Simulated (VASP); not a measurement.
Wanted: the native input for a VASP 6.6.1 run.

```yaml
Task: relaxation of cell and atoms
Functional: PBE
Potentials_or_basis: VASP PAW PBE potentials, release 64 (Zn, S)
Cutoff: 600 eV
k_mesh: 4 × 4 × 6
Occupations: gaussian, width 0.1 eV
Spin: no spin polarisation
Dipole_correction: no
Further_INCAR_settings: ALGO = Normal; EDIFF = 1e-07; IBRION = 2; EDIFFG = -0.04; NSW = 90; ISIF = 3
```

The structure of ZnS3 lies in POSCAR:

```
ZnS3
1.0
    4.8856119723      0.0000000000      0.0000000000
    0.0000000000      4.8856119723      0.0000000000
    0.0000000000      0.0000000000      2.6778059067
Zn S
1 3
Direct
    0.0000000000      0.0000000000      0.0000000000
    0.5000000000      0.5000000000      0.0000000000
    0.0000000000      0.5000000000      0.5000000000
    0.5000000000      0.0000000000      0.5000000000
```

The cell was generated, and may not be a known phase.

The input as run:

INCAR

```
SYSTEM = ZnS3
  PREC = Accurate
  ENCUT = 600
  EDIFF = 1E-7
  ISMEAR = 0
  SIGMA = 0.1
  LREAL = .FALSE.
  LASPH = .TRUE.
  NELM = 80
  ALGO = Normal
  ISIF = 3
  LWAVE = .FALSE.
  LCHARG = .FALSE.
  GGA = PE
  IBRION = 2
  NSW = 90
  EDIFFG = -0.04
```

KPOINTS

```
Automatic mesh
0
G
  4 4 6
  0 0 0
```

Potentials or basis: VASP PAW PBE potentials, release 64 (Zn, S).

Launch:

```sh
$ cat potpaw_PBE.64/Zn/POTCAR potpaw_PBE.64/S/POTCAR > POTCAR
$ mpirun -np 1 vasp_std > vasp.out
```

Results of the run:

```yaml
Relaxed_volume: 16.33 Å³/atom
Relaxed_cell: a = 4.858 Å, b = 4.858 Å, c = 2.767 Å, α = 90.00°, β = 90.00°, γ = 90.00°
Space_group_after_relaxing_to_0.1_Å: P4/mmm (No. 123)
Energy_gained_by_relaxing: 10.5 meV/atom
Ionic_steps: 4
Pressure_after_relaxing: -0.1 GPa
Band_gap_on_the_k_mesh: zero (bands 15 and 16 overlap by 3.03 eV)
```

Caveat: the k points lie up to 0.38 Å⁻¹ apart in the final cell, too coarse for converged energies and pressures of a metal.

It took 44 s on 1 thread of Intel(R) Xeon(R) 6975P-C (Granite Rapids) (shared host), peak memory 0.2 GiB.
